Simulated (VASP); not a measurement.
Runs of VASP 6.6.1 on WS2. The structure is that of space group P-3m1 (No. 164), or close to it. The cells are those of the table. 

```csv
cell,gap on the mesh (eV),largest force (eV/Å)
"a = 3.224, b = 3.224, c = 25.143 Å, angles 90.0, 90.0, 120.0°, 6 atoms",1.46,2.21
"a = 3.401, b = 3.401, c = 22.588 Å, angles 90.0, 90.0, 120.0°, 6 atoms",(a),0.33
"a = 3.356, b = 3.356, c = 23.201 Å, angles 90.0, 90.0, 120.0°, 6 atoms",(b),0.81
"a = 3.267, b = 3.267, c = 24.478 Å, angles 90.0, 90.0, 120.0°, 6 atoms",1.47,1.76
"a = 3.181, b = 3.181, c = 25.826 Å, angles 90.0, 90.0, 120.0°, 6 atoms",1.30,2.64
```

Alike in all rows: task single point; level PBEsol; potentials or basis VASP PAW PBE potentials, release 64 (W_sv, S); no spin polarisation; k mesh 12 × 12 × 2; cutoff (eV) 520; smearing gaussian 0.05 eV.

**Question.** Estimate the missing entries.

**Answer.** (a) 0.16; (b) 0.56.

Caveats: the PAW data sets were made with another functional, which shifts forces and pressure a little; spin-orbit coupling is left out, which moves the levels of the heavy elements.

A k mesh can miss the band edges, and the runs leave out spin-orbit coupling on W.
